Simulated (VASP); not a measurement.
# GeWCl3 (P4mm) in VASP: single point with PBE

Aim: the single point of GeWCl3 with PBE.

Everything below comes from runs of VASP 6.6.1. Logs are shortened: lines on timing, memory, paths and dates and some standing lists are left out, and cuts for length are marked.

## 1. The cell of the first run

It takes space group P4mm (No. 99, tetragonal). The conventional cell has a = 5.380 Å, b = 5.380 Å, c = 5.645 Å, α = 90.00°, β = 90.00°, γ = 90.00°. Within 3.0 Å of Ge (site symmetry 4mm) lie 5 Cl at 2.27 to 2.71 Å. Within 3.5 Å of W (site symmetry 4mm) lie 4 Cl at 2.69 Å. Within 3.5 Å of Cl (site symmetry 2mm) lie 2 W at 2.69 Å and 2 Ge at 2.71 Å. Within 3.0 Å of Cl (site symmetry 4mm) lie 1 Ge at 2.27 Å.

The cell was generated, and may not be a known phase.

## 2. Single point, PBE, collinear spin

File INCAR:

```
SYSTEM = GeWCl3
PREC = Accurate
ENCUT = 520
EDIFF = 1E-6
ISMEAR = 0
SIGMA = 0.1
LREAL = .FALSE.
LASPH = .TRUE.
NELM = 150
ALGO = Normal
ISIF = 2
LWAVE = .FALSE.
LCHARG = .FALSE.
ISPIN = 2
MAGMOM = 0.04 3.19 0.07 0.01 0.07
LORBIT = 11
LMAXMIX = 4
GGA = PE
NBANDS = 36
```

File KPOINTS:

```
Automatic mesh
0
G
  4 4 4
  0 0 0
```

File POSCAR:

```
GeWCl3
1.0
    5.3799916108      0.0000000000      0.0000000000
    0.0000000000      5.3799916108      0.0000000000
    0.0000000000      0.0000000000      5.6451835318
Ge W Cl
1 1 3
Direct
    0.0000000000      0.0000000000      0.4475284121
    0.5000000000      0.5000000000      1.3691007815
    0.5000000000      0.0000000000      0.3860562333
    0.0000000000      0.0000000000      0.8492213198
    0.0000000000      0.5000000000      0.3860562333
```

Potentials or basis: VASP PAW PBE potentials, release 64 (Ge_d, W_sv, Cl).

On the command line:

```bash
$ cat potpaw_PBE.64/Ge_d/POTCAR potpaw_PBE.64/W_sv/POTCAR potpaw_PBE.64/Cl/POTCAR > POTCAR
$ mpirun -np 1 vasp_std > vasp.out
```

OUTCAR:

```text
SYSTEM = GeWCl3
   PREC = Accurate
   ENCUT = 520
   EDIFF = 1E-6
   ISMEAR = 0
   LREAL = .FALSE.
   LASPH = .TRUE.
   NELM = 150
   ISIF = 2
   ISPIN = 2
   LORBIT = 11
   GGA = PE

 ion  position               nearest neighbor table
   1  0.000  0.000  0.448-   4 2.27   3 2.71   5 2.71   5 2.71   3 2.71
   2  0.500  0.500  0.369-   3 2.69   5 2.69   3 2.69   5 2.69
   3  0.500  0.000  0.386-   2 2.69   2 2.69   1 2.71   1 2.71
   4  0.000  0.000  0.849-   1 2.27
   5  0.000  0.500  0.386-   2 2.69   2 2.69   1 2.71   1 2.71

  LATTYP: Found a simple tetragonal cell.
 ALAT       =     5.3799916108
 C/A-ratio  =     1.0492922555

  Lattice vectors:

 A1 = (   5.3799916108,   0.0000000000,   0.0000000000)
 A2 = (   0.0000000000,   5.3799916108,   0.0000000000)
 A3 = (   0.0000000000,   0.0000000000,   5.6451835318)

Analysis of symmetry for initial positions (statically):
=====================================================================
 Subroutine PRICEL returns:
 Original cell was already a primitive cell.

 Routine SETGRP: Setting up the symmetry group for a
 simple tetragonal supercell.

 Subroutine GETGRP returns: Found  8 space group operations
 (whereof  8 operations were pure point group operations)
 out of a pool of 16 trial point group operations.

The static configuration has the point symmetry C_4v.

Analysis of symmetry for dynamics (positions and initial velocities):
=====================================================================
 Subroutine PRICEL returns:
 Original cell was already a primitive cell.

 Routine SETGRP: Setting up the symmetry group for a
 simple tetragonal supercell.

 Subroutine GETGRP returns: Found  8 space group operations
 (whereof  8 operations were pure point group operations)
 out of a pool of 16 trial point group operations.

The dynamic configuration has the point symmetry C_4v.

Analysis of structural, dynamic, and magnetic symmetry:
=====================================================================
 Subroutine PRICEL returns:
 Original cell was already a primitive cell.

 Routine SETGRP: Setting up the symmetry group for a
 simple tetragonal supercell.

 Subroutine GETGRP returns: Found  8 space group operations
 (whereof  8 operations were pure point group operations)
 out of a pool of 16 trial point group operations.

The overall configuration has the point symmetry C_4v.

 Subroutine INISYM returns: Found  8 space group operations
 (whereof  8 operations are pure point group operations),
 and found     1 'primitive' translations

----------------------------------------------------------------------------------------

                                     Primitive cell

  volume of cell :     163.3959

  direct lattice vectors                    reciprocal lattice vectors
     5.379991611  0.000000000  0.000000000     0.185873896  0.000000000  0.000000000
     0.000000000  5.379991611  0.000000000     0.000000000  0.185873896  0.000000000
     0.000000000  0.000000000  5.645183532     0.000000000  0.000000000  0.177142159

  length of vectors
     5.379991611  5.379991611  5.645183532     0.185873896  0.185873896  0.177142159

  position of ions in fractional coordinates (direct lattice)
     0.000000000  0.000000000  0.447528412
     0.500000000  0.500000000  0.369100782
     0.500000000  0.000000000  0.386056233
     0.000000000  0.000000000  0.849221320
     0.000000000  0.500000000  0.386056233

  ion indices of the primitive-cell ions
   primitive index   ion index
                 1           1
                 2           2
                 3           3
                 4           4
                 5           5

----------------------------------------------------------------------------------------

 KPOINTS: Automatic mesh

Automatic generation of k-mesh.
 Grid dimensions read from file:
 generate k-points for:    4    4    4

 Generating k-lattice:

  Cartesian coordinates                     Fractional coordinates (reciprocal lattice)
     0.046468474  0.000000000  0.000000000     0.250000000  0.000000000  0.000000000
     0.000000000  0.046468474  0.000000000     0.000000000  0.250000000  0.000000000
     0.000000000  0.000000000  0.044285540     0.000000000  0.000000000  0.250000000

  Length of vectors
     0.046468474  0.046468474  0.044285540

  Shift w.r.t. Gamma in fractional coordinates (k-lattice)
     0.000000000  0.000000000  0.000000000

 Subroutine IBZKPT returns following result:
 ===========================================

 Found     18 irreducible k-points:

 Following reciprocal coordinates:
            Coordinates               Weight
  0.000000  0.000000  0.000000      1.000000
  0.250000  0.000000  0.000000      4.000000
  0.500000  0.000000  0.000000      2.000000
  0.250000  0.250000  0.000000      4.000000
  0.500000  0.250000  0.000000      4.000000
  0.500000  0.500000  0.000000      1.000000
[... 10 lines left out ...]
  0.500000  0.250000  0.500000      4.000000
  0.500000  0.500000  0.500000      1.000000
   k-points           NKPTS =     18   k-points in BZ     NKDIM =     18   number of bands    NBANDS=     36
   number of dos      NEDOS =    301   number of ions     NIONS =      5
   total plane-waves  NPLWV =  67200
   dimension x,y,z NGX =    40 NGY =   40 NGZ =   42
   dimension x,y,z NGXF=    80 NGYF=   80 NGZF=   84
   ions per type =               1   1   3
   NGX,Y,Z   is equivalent  to a cutoff of  12.36, 12.36, 12.37 a.u.
   NGXF,Y,Z  is equivalent  to a cutoff of  24.72, 24.72, 24.74 a.u.
 SYSTEM =  GeWCl3
   PREC   = accura    normal or accurate (medium, high low for compatibility)
   ISTART =      0    job   : 0-new  1-cont  2-samecut
   ICHARG =      2    charge: 1-file 2-atom 10-const
   ISPIN  =      2    spin polarized calculation?
   LNONCOLLINEAR =      F non collinear calculations
   LSORBIT =      F    spin-orbit coupling
   LASPH  =      T    aspherical Exc in radial PAW
   ENCUT  =  520.0 eV  38.22 Ry    6.18 a.u.  10.00 10.00 10.50*2*pi/ulx,y,z
   NELM   =    150;   NELMIN=  2; NELMDL= -5     # of ELM steps
   EDIFF  = 0.1E-05   stopping-criterion for ELM
   LREAL  =      F    real-space projection
   EDIFFG = 0.1E-04   stopping-criterion for IOM
   NSW    =      0    number of steps for IOM
   IBRION =     -1    ionic relax: 0-MD 1-quasi-New 2-CG
   NFREE  =      0    steps in history (QN), initial steepest desc. (CG)
   ISIF   =      2    stress and relaxation
   ISYM   =      2    0-nonsym 1-usesym 2-fastsym
   POTIM  = 0.5000    time-step for ionic-motion
   TEBEG  =    0.0;   TEEND  =   0.0 temperature during run
   PSTRESS=    0.0 pullay stress
   NELECT =      49.0000    total number of electrons
   NUPDOWN=      -1.0000    fix difference up-down
   EMIN   =  10.00;   EMAX   =-10.00  energy-range for DOS
   EFERMI =   0.00;   METHOD = LEGACY
   ISMEAR =     0;   SIGMA  =   0.10  broadening in eV -4-tet -1-fermi 0-gaus
   EFERMI_NEDOS =   21; number of points for ismear=-14 and -15
   IALGO  =     38    algorithm
   IMIX   =      4    mixing-type and parameters
     AMIX     =   0.40;   BMIX     =  1.00
     AMIX_MAG =   1.60;   BMIX_MAG =  1.00
  volume/ion in A,a.u.               =      32.68       220.53
  Fermi-wavevector in a.u.,A,eV,Ry     =   1.095788  2.070739 16.337206  1.200751
  Thomas-Fermi vector in A             =   2.232118
   LORBIT       =     11    0 simple, 1 ext, 2 COOP (PROOUT), +10 PAW based schemes
   GGA     = PE    functional components
   LHFCALC =     F    Hartree Fock is set to
   AEXX    =    0.0000 exact exchange contribution
   IVDW    =     0    specifies the selected vdW correction
   LEPSILON=     F    determine dielectric tensor
   LRPA    =     F    only Hartree local field effects (RPA)
 spin polarized calculation
 Gauss-broadening in eV      SIGMA  =   0.10
  energy-cutoff  :      520.00
  volume of cell :      163.40
 maximum number of plane-waves:      4428
   NGX = 21   NGY = 21   NGZ = 21

 number of electron      48.9999988 magnetization       4.7332262

 Free energy of the ion-electron system (eV)
  ---------------------------------------------------
  ext. energy  EPLUGINS =         0.00000000
  ---------------------------------------------------
  free energy    TOTEN  =       -20.55161113 eV

  energy without entropy =      -20.53648842  energy(sigma->0) =      -20.54404978

 E-fermi :   2.7622     XC(G=0):  -7.6244

 val. band max:        2.7228385643   @ k =   0.0000   0.0000   0.0000
 cond. band min:       2.7678691312   @ k =   0.5000   0.5000   0.0000
 fundamental gap:      0.0450305669
 Fermi energy:         2.7621588854

 spin component 1

 k-point     1 :       0.0000    0.0000    0.0000
  band No.  band energies     occupation
      1     -72.5481      1.00000
      2     -37.0623      1.00000
      3     -37.0622      1.00000
      4     -36.9687      1.00000
      5     -23.3580      1.00000
      6     -23.3503      1.00000
[... 28 lines left out ...]
     35       8.6877      0.00000
     36       8.6877      0.00000

 k-point     2 :       0.2500    0.0000    0.0000
  band No.  band energies     occupation
      1     -72.5481      1.00000
      2     -37.0628      1.00000
      3     -37.0622      1.00000
      4     -36.9686      1.00000
      5     -23.3573      1.00000
      6     -23.3504      1.00000
[... 28 lines left out ...]
     35       8.0902      0.00000
     36       8.7398      0.00000
[... 583 lines left out ...]
     35       8.7600      0.00000
     36       9.4621      0.00000

 k-point    18 :       0.5000    0.5000    0.5000
  band No.  band energies     occupation
      1     -72.5481      1.00000
      2     -37.0633      1.00000
      3     -37.0633      1.00000
      4     -36.9687      1.00000
      5     -23.3551      1.00000
      6     -23.3505      1.00000
[... 28 lines left out ...]
     35       9.5563      0.00000
     36       9.5563      0.00000
 Fermi energy:         2.7621588854

 spin component 2

 k-point     1 :       0.0000    0.0000    0.0000
  band No.  band energies     occupation
      1     -71.0532      1.00000
      2     -35.1077      1.00000
      3     -35.1077      1.00000
      4     -34.7726      1.00000
      5     -23.3388      1.00000
      6     -23.3297      1.00000
[... 28 lines left out ...]
     35       9.0047      0.00000
     36       9.0047      0.00000

 k-point     2 :       0.2500    0.0000    0.0000
  band No.  band energies     occupation
      1     -71.0532      1.00000
      2     -35.1083      1.00000
      3     -35.1076      1.00000
      4     -34.7726      1.00000
      5     -23.3381      1.00000
      6     -23.3298      1.00000
[... 28 lines left out ...]
     35       8.5880      0.00000
     36       9.0325      0.00000
[... 583 lines left out ...]
     35       8.8694      0.00000
     36       9.7192      0.00000

 k-point    18 :       0.5000    0.5000    0.5000
  band No.  band energies     occupation
      1     -71.0532      1.00000
      2     -35.1090      1.00000
      3     -35.1090      1.00000
      4     -34.7726      1.00000
      5     -23.3360      1.00000
      6     -23.3299      1.00000
[... 28 lines left out ...]
     35       9.6849      0.00000
     36       9.6849      0.00000

------------------------ aborting loop because EDIFF is reached ----------------------------------------

  FORCE on cell =-STRESS in cart. coord.  units (eV):
  Direction    XX          YY          ZZ          XY          YZ          ZX
  --------------------------------------------------------------------------------------
  -------------------------------------------------------------------------------------
  Total        0.0176619      0.0176619     -0.0380311      0.0000000      0.0000000      0.0000000
  in kB        0.1731839      0.1731839     -0.3729134      0.0000000      0.0000000      0.0000000
  external PRESSURE =      -0.0088486 kB  Pullay stress =       0.0000000 kB

 VOLUME and BASIS-vectors are now :
 -----------------------------------------------------------------------------
  energy-cutoff  :      520.00
  volume of cell :      163.40
      direct lattice vectors                 reciprocal lattice vectors
     5.379991611  0.000000000  0.000000000     0.185873896  0.000000000  0.000000000
     0.000000000  5.379991611  0.000000000     0.000000000  0.185873896  0.000000000
     0.000000000  0.000000000  5.645183532     0.000000000  0.000000000  0.177142159

 POSITION                                       TOTAL-FORCE (eV/Angst)
 -----------------------------------------------------------------------------------
      0.00000      0.00000      2.52638         0.000000      0.000000      0.031419
      2.69000      2.69000      2.08364        -0.000000     -0.000000      0.002474
      2.69000      0.00000      2.17936         0.000000     -0.000000     -0.000659
      0.00000      0.00000      4.79401         0.000000     -0.000000     -0.032575
      0.00000      2.69000      2.17936         0.000000     -0.000000     -0.000659
 -----------------------------------------------------------------------------------
    total drift:                               -0.000000      0.000000     -0.002454

  FREE ENERGIE OF THE ION-ELECTRON SYSTEM (eV)
  ---------------------------------------------------
  free  energy   TOTEN  =       -20.5516111343 eV

  energy  without entropy=      -20.5364884248  energy(sigma->0) =      -20.54404978

 total charge

# of ion       s       p       d       tot
------------------------------------------
    1        1.377   0.680  10.035  12.092
    2        2.272   6.018   3.426  11.715
    3        1.613   3.456   0.000   5.069
    4        1.605   3.503   0.000   5.108
    5        1.613   3.456   0.000   5.069
--------------------------------------------------
tot          8.480  17.112  13.461  39.053

 magnetization (x)

# of ion       s       p       d       tot
------------------------------------------
    1        0.002   0.063   0.002   0.067
    2        0.181   0.019   3.083   3.283
    3        0.016   0.003   0.000   0.019
    4        0.000   0.011   0.000   0.012
    5        0.016   0.003   0.000   0.019
--------------------------------------------------
tot          0.216   0.100   3.084   3.400
```

It took 96 s on 1 thread of Intel Xeon 6975P-C (Granite Rapids), shared host; peak memory 0.39 GiB.

What came out:

```yaml
Free_energy: -20.5516 eV
Pressure: 0.0 GPa
Largest_force: 0.033 eV/Å
Net_moment: 4.73 μB per cell
Site_moments: Ge +0.07; W +3.28; Cl +0.02, +0.01 (each value once) μB
Valence_electrons_inside_the_program's_atomic_spheres: Ge 12.09; W 11.71; Cl 5.07, 5.11 (each value once)
```

Forces on the atoms (eV/Å):
```
Ge   0.000  0.000  0.031
W    0.000  0.000  0.002
Cl   0.000  0.000 -0.001
Cl   0.000  0.000 -0.033
Cl   0.000  0.000 -0.001
```

Levels at points of the mesh, in eV from the Fermi level:
Spin up:
```tsv
k point	band 25	band 26	band 27	band 28	band 29	band 30
(0.00, 0.00, 0.00)	-1.94	-1.94	-1.27	-1.23	3.07	3.07
(0.50, 0.00, 0.00)	-1.53	-1.25	-1.14	0.51	2.47	2.80
(0.50, 0.50, 0.00)	-1.14	-0.68	0.01	0.01	1.85	2.40
(0.00, 0.00, 0.50)	-1.93	-1.91	-1.27	-1.23	1.78	2.21
(0.50, 0.00, 0.50)	-1.53	-1.25	-1.16	0.23	1.43	1.86
(0.50, 0.50, 0.50)	-1.16	-0.58	-0.34	-0.34	0.95	1.13
```
Spin down:
| k point | band 19 | band 20 | band 21 | band 22 | band 23 | band 24 | band 25 | band 26 |
| --- | --- | --- | --- | --- | --- | --- | --- | --- |
| (0.00, 0.00, 0.00) | -4.85 | -4.56 | -3.89 | -3.89 | -0.19 | -0.04 | 0.71 | 0.74 |
| (0.50, 0.00, 0.00) | -4.90 | -4.16 | -3.88 | -3.35 | 0.41 | 0.66 | 0.83 | 0.83 |
| (0.50, 0.50, 0.00) | -5.20 | -4.19 | -4.19 | -2.52 | 0.21 | 0.21 | 0.66 | 1.57 |
| (0.00, 0.00, 0.50) | -4.89 | -4.04 | -4.04 | -3.69 | -0.17 | 0.47 | 0.71 | 0.73 |
| (0.50, 0.00, 0.50) | -5.10 | -4.02 | -3.80 | -2.63 | 0.29 | 0.65 | 0.73 | 0.83 |
| (0.50, 0.50, 0.50) | -5.20 | -3.82 | -3.82 | -1.87 | -0.14 | -0.14 | 1.01 | 1.19 |

Caveat: spin-orbit coupling is left out, which moves the levels of the heavy elements.
